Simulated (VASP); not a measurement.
Input of a VASP 6.6.1 run:

The input INCAR:

```
SYSTEM = SbS2NCl6
  ALGO = Normal
  EDIFF = 1E-6
  ENCUT = 520
  GGA = PE
  GGA_COMPAT = .False.
  ISIF = 2
  ISMEAR = -1
  LASPH = .True.
  LCHARG = .False.
  LREAL = .False.
  LWAVE = .False.
  NBANDS = 43
  NELM = 120
  PREC = Accurate
  SIGMA = 0.05
```

The input KPOINTS:

```
k-points
0
Gamma
  3 2 2
  0 0 0
```

The input POSCAR:

```
SbS2NCl6
1.0
    5.8484780000      0.4556120000     -0.6816770000
    0.7884080000      6.6623760000      0.3276520000
   -0.0832050000     -0.6938880000      6.9915600000
N S Cl Sb
1 2 6 1
Direct
    1.0210041006      0.3914862247      0.1157609701
    0.3927639589      0.9463258266      0.4169728369
    0.6349204715      0.5761297553      0.6753646705
    0.4128476611      0.9169597283      0.9631494353
    0.9397277407      0.9011984563      0.5310989694
    0.3571808642      0.4841536295      0.9920079460
    0.9835875738      0.8210252061      0.0913662295
    0.7401964849      0.1649647598      0.8285366765
    0.6833086291      0.2446418284      0.3202699243
    0.1551397244      0.3875316630      0.5589967986
```

Potentials or basis: VASP PAW PBE potentials, release 64 (N, S, Cl, Sb).

The run is started by

```console
$ cat potpaw_PBE.64/N/POTCAR potpaw_PBE.64/S/POTCAR potpaw_PBE.64/Cl/POTCAR potpaw_PBE.64/Sb/POTCAR > POTCAR
$ mpirun -np 1 vasp_std > vasp.out
```

(1) Predict the pressure.

(2) What does it give for the largest force?

(3) What does it give for the band gap on the k mesh?

Results:

(1) -6.8 GPa.

(2) 2.060 eV/Å.

(3) zero (band 32 reaches 0.73 eV, above the bottom of band 33 at 0.72 eV).

Caveat: the k points lie up to 0.48 Å⁻¹ apart; spin-orbit coupling is left out, which moves the levels of the heavy elements.
